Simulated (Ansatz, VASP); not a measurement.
Two plane-wave programs on MgI2

```
Mg I
1.0
     4.15370    0.00000    0.00000
    -2.07685    3.59721    0.00000
     0.00000    0.00000    6.86200
Mg I
1 2
Cartesian
  0.0000 0.0000 0.0000
  0.0000 2.3981 5.1989
  2.0769 1.1991 1.6631
```

Alike in both runs: task relaxation of cell and atoms; functional PBE; k mesh 6 × 6 × 4; occupations gaussian, width 0.02 eV; no spin polarisation.

|  | VASP | Ansatz |
| --- | --- | --- |
| version | VASP 6.6.1 | Ansatz 0.2.0 |
| potentials or method | VASP PAW PBE potentials, release 64 (Mg, I), cutoff 600 eV | scalar-relativistic, plane waves, PAW |
| valence electrons in the cell | 16 | 44 |

Ansatz gave:

* gap on the k mesh at the Fermi level, each at its own relaxed structure (eV): 3.63
* relaxed volume (Å³/atom): 40.24
* relaxed cell length with the largest relative difference (Å): 7.874

Question: What did VASP give for the same quantities?

Answer: gap on the k mesh at the Fermi level, each at its own relaxed structure (eV): 3.61; relaxed volume (Å³/atom): 39.76; relaxed cell length with the largest relative difference (Å): 7.799.

VASP's potentials hold 16 valence electrons a cell and Ansatz's 44, so a difference there can come from the potentials and not from the codes.

Spin-orbit coupling is off throughout. Noted on VASP's run: the volume moved by over 15 % at a fixed basis, so the end points are rough.
